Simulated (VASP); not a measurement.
Co:

```
CELL_PARAMETERS angstrom
2.48692 0.00000 0.00000
-1.24346 2.15374 0.00000
0.00000 0.00000 8.14180
ATOMIC_POSITIONS crystal
Co 0.66667 0.33333 0.75000
Co 0.00000 0.00000 0.50000
Co 0.33333 0.66667 0.25000
Co 0.00000 0.00000 0.00000
```

Base run:

| Item | Value |
| --- | --- |
| Program | VASP 6.6.1 |
| Functional | PBEsol |
| Potentials or basis | VASP PAW PBE potentials, release 64 (Co) |
| Cutoff | 520 eV |
| k mesh | 12 × 12 × 4 |
| Occupations | fermi-dirac, width 0.05 eV |
| Spin | collinear spin, ferromagnetic start |
| Starting moments | [2.0, 2.0, 2.0, 2.0] μB |

Its results: pressure -10.4 GPa; net moment 6.63 μB per cell; site moments Co +1.68, +1.66 (each value once) μB.

Task: The run is repeated on the same cell with these changes: functional from PBEsol to PBE. What comes out?

Result: Pressure -0.5 GPa; net moment 6.64 μB per cell; site moments Co +1.69, +1.67 (each value once) μB.

PBE binds less tightly than PBEsol, so the same cell stands under more pressure.

Caveats: the cell stands under tension (at least some runs); the PAW data sets were made with another functional, which shifts forces and pressure a little (at least some runs).
